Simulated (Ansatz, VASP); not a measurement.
# One calculation of Sn, two programs

```
Sn
1.0
    -2.90990    2.90990    1.58699
     2.90990   -2.90990    1.58699
     2.90990    2.90990   -1.58699
Sn
2
Direct
  0.76890 0.26890 0.50000
  0.98110 0.98110 0.00000
```

Change from the starting cell: mode 4 (45.2 1/cm) frozen in, largest displacement -0.060 Å.

Alike in both runs: task single point; functional PBEsol; k mesh 22 × 22 × 22; occupations gaussian, width 0.15 eV; no spin polarisation.

|  | VASP | Ansatz |
| --- | --- | --- |
| version | VASP 6.6.1 | Ansatz 0.2.0 |
| potentials or method | VASP PAW PBE potentials, release 64 (Sn_d), cutoff 520 eV | scalar-relativistic, plane waves, PAW |
| valence electrons in the cell | 28 | 28 |

|  | VASP | Ansatz | Ansatz less VASP |
| --- | --- | --- | --- |
| gap on the k mesh at the Fermi level (eV) | none | none | - |
| pressure (GPa) | 0.0 | 0.0 | +0.03 |
| traceless stress, the component that is largest in VASP (GPa) | 1.31 | 1.31 | -0.005 |
| rms of the force components (eV/Å) | 0.030 | 0.030 | -0.0001 |

VASP's potentials were made for PBE, not for PBEsol. Atom by atom the forces differ by 0.000 eV/Å (rms over components). A gap of «none» marks a metal or a gap that the smearing closes. With one functional, cell and mesh, what is left measures potentials, basis and numerics.
